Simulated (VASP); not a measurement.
Crystal: TiO2.

```xyz
12
Lattice="4.8127 0.0000 0.0000 0.0000 4.8719 0.0000 -0.8629 0.0000 4.9666" Properties=species:S:1:pos:R:3 pbc="T T T"
Ti    1.1513    0.2573    1.0586
Ti    3.2300    2.6932    1.4247
Ti    2.7985    4.6146    3.9080
Ti    0.7198    2.1787    3.5419
O    -0.4276    0.8622    4.2293
O     3.9459    3.2981    3.2206
O     4.3774    4.0097    0.7373
O     0.0039    1.5738    1.7460
O     1.7406    3.6911    2.3183
O     2.6406    1.2552    0.1650
O     2.2092    1.1808    2.6483
O     1.3092    3.6167    4.8016
```

Base run:

```yaml
Program: VASP 6.6.1
Functional: LDA
Potentials_or_basis: VASP PAW LDA potentials, release 64 (Ti_sv, O)
Cutoff: 600 eV
k_mesh: 6 × 6 × 6
Occupations: fermi-dirac, width 0.05 eV
Spin: no spin polarisation
Hubbard_terms: Ti d U = 3.0 eV
```

Its results: band gap on the k mesh 2.53 eV (least direct gap 2.60 eV); pressure -2.9 GPa; largest force 0.296 eV/Å.

The run is repeated on the same cell with these changes: hubbard terms from Ti d U = 3.0 eV to Ti d U = 1.0 eV. What comes out?

Band gap on the k mesh 2.30 eV (least direct gap 2.37 eV); pressure -7.4 GPa; largest force 0.068 eV/Å.

Caveats: the cell stands under tension (at least some runs).

A k mesh can miss the band edges.
